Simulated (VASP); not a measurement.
A run of VASP 6.6.1:

INCAR

```
ALGO = Fast
EDIFF = 1E-6
ENCUT = 520
GGA = PE
ISIF = 2
ISMEAR = 0
LASPH = True
LCHARG = False
LREAL = False
LWAVE = False
NBANDS = 19
NELM = 80
PREC = Accurate
SIGMA = 0.15
```

File KPOINTS:

```
k-points
0
Gamma
  18 18 10
```

Contents of POSCAR:

```
Ti
1.0
    2.9499978604      0.0000000000      0.0000000000
   -1.4749989302      2.5547730882      0.0000000000
    0.0000000000      0.0000000000      4.6391400000
Ti
2
Direct
    0.3333333333      0.6666666667      0.2500000000
    0.6666666667      0.3333333333      0.7500000000
```

Potentials or basis: VASP PAW PBE potentials, release 64 (Ti_sv).

Run with:

```bash
$ cat potpaw_PBE.64/Ti_sv/POTCAR > POTCAR
$ mpirun -np 1 vasp_std > vasp.out
```

Hardware: 1 thread of Intel(R) Xeon(R) Platinum 8488C (Sapphire Rapids), on a shared host.

Estimate the wall time of this run.

Wall time 11 min on 1 thread of Intel(R) Xeon(R) Platinum 8488C (Sapphire Rapids) (shared host), peak memory 0.24 GiB. Counts: scf iterations 36, k points 222.
